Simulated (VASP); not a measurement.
Write the native input for VASP 6.6.1 that does the following.

```yaml
Task: single point
Functional: PBE
Potentials_or_basis: VASP PAW PBE potentials, release 64 (Mg, Zn, S)
Cutoff: 520 eV
k_mesh: 6 × 6 × 6
Occupations: gaussian, width 0.1 eV
Spin: no spin polarisation
Dipole_correction: no
Further_INCAR_settings: ALGO = Normal; EDIFF = 1e-06; NBANDS = 26
```

The structure of Mg2ZnS3 lies in POSCAR:

```
Mg2ZnS3
1.0
   -1.9818712000      1.9818712000      8.4380818000
    1.9818712000     -1.9818712000      8.4380818000
    1.9818712000      1.9818712000     -8.4380818000
Mg Zn S
2 1 3
Direct
    0.8361130000      0.8361130000      0.0000000000
    0.1638870000      0.1638870000      0.0000000000
    0.5000000000      0.5000000000      0.0000000000
    0.4219360000      0.9219360000      0.5000000000
    0.0780640000      0.5780640000      0.5000000000
    0.7500000000      0.2500000000      0.5000000000
```

These files were run (other wordings do the same):

INCAR

```
ALGO     = Normal         # electronic algorithm
EDIFF    = 1E-6           # SCF threshold, eV
ENCUT    = 520            # plane-wave cutoff, eV
GGA      = PE             # functional
ISIF     = 2              # what is computed and relaxed
ISMEAR   = 0              # smearing method
LASPH    = True           # aspherical terms in the spheres
LCHARG   = True           # write CHGCAR
LELF     = True           # ELF
LREAL    = False          # projectors in reciprocal space
LVHAR    = True         
LWAVE    = False          # write WAVECAR
NBANDS   = 26             # bands
NELM     = 60             # most SCF steps
PREC     = Accurate       # precision mode
SIGMA    = 0.1            # smearing width, eV
```

KPOINTS

```
k-points
0
Gamma
  6 6 6
```

Potentials or basis: VASP PAW PBE potentials, release 64 (Mg, Zn, S).

Launch:

```console
$ cat potpaw_PBE.64/Mg/POTCAR potpaw_PBE.64/Zn/POTCAR potpaw_PBE.64/S/POTCAR > POTCAR
$ mpirun -np 1 vasp_std > vasp.out
```

It gave:

* Pressure: 0.0 GPa
* Largest force: 0.024 eV/Å
* Band gap on the k mesh: 2.78 eV

It took 5.2 min on 1 thread of Intel(R) Xeon(R) 6975P-C (Granite Rapids), on a shared host, peak memory 0.71 GiB.
